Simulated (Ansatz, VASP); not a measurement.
# LiCl: VASP beside Ansatz

File INCAR:

```
SYSTEM = LiCl
ALGO = Normal ; EDIFF = 1E-6
ENCUT = 520 ; GGA = PE
ISIF = 2 ; ISMEAR = -1
LASPH = .True. ; LCHARG = .False.
LREAL = .False. ; LWAVE = .False.
NBANDS = 12 ; NELM = 60
PREC = Accurate ; SIGMA = 0.02
```

KPOINTS

```
k-points
0
Gamma
  8 8 8
  0 0 0
```

Contents of POSCAR:

```
LiCl
1.0
    0.0000000000      2.7196506354      2.7528997391
    2.7196506354      0.0000000000      2.7528997391
    2.7196506354      2.7196506354      0.0000000000
Li Cl
1 1
Direct
    0.0000000000      0.0000000000      0.0000000000
    0.2500000000      0.2500000000      0.2500000000
```

Input for Ansatz:

```yaml
crystal:
  lattice:
    - [0.0, 2.7196506354, 2.7528997391]
    - [2.7196506354, 0.0, 2.7528997391]
    - [2.7196506354, 2.7196506354, 0.0]
  atoms:
    - { symbol: Li, position: [0.0, 0.0, 0.0] }
    - { symbol: Cl, position: [0.25, 0.25, 0.25] }
kpoints:
  mp_grid: { grid: [8, 8, 8] }
  band_path:
    path:
      - [0.0, 0.0, 0.0]
      - [-0.5, -0.5, 0.0]
      - [-0.375, -0.375, 0.25]
      - [-0.375, 0.0, 0.375]
      - [0.0, 0.0, 0.5]
      - [-0.5, -0.25, 0.25]
    npoints: 1
hamiltonian:
  xc: pbe
scf:
  occupations: { method: fermi_dirac, width: 0.02 }
  n_extra_bands: 4
output:
  forces: true
  stress: true
  eigenvalues: true
```

Change from the starting cell: epitaxial_xy strain -0.5%.

Alike in both runs: task single point; functional PBE; k mesh 8 × 8 × 8; occupations fermi-dirac, width 0.02 eV; no spin polarisation.

```csv
,VASP,Ansatz
version,VASP 6.6.1,Ansatz 0.2.0
potentials or method,"VASP PAW PBE potentials, release 64 (Li_sv, Cl)","plane waves, PAW"
plane-wave cutoff (eV),520,420
valence electrons in the cell,10,10
```

|  | VASP | Ansatz | Ansatz less VASP |
| --- | --- | --- | --- |
| gap on the k mesh at the Fermi level (eV) | 6.06 | 6.05 | -0.006 |

Noted on VASP's run: the cutoff is under 1.25 times that of the potentials, so the pressure is a little rough.
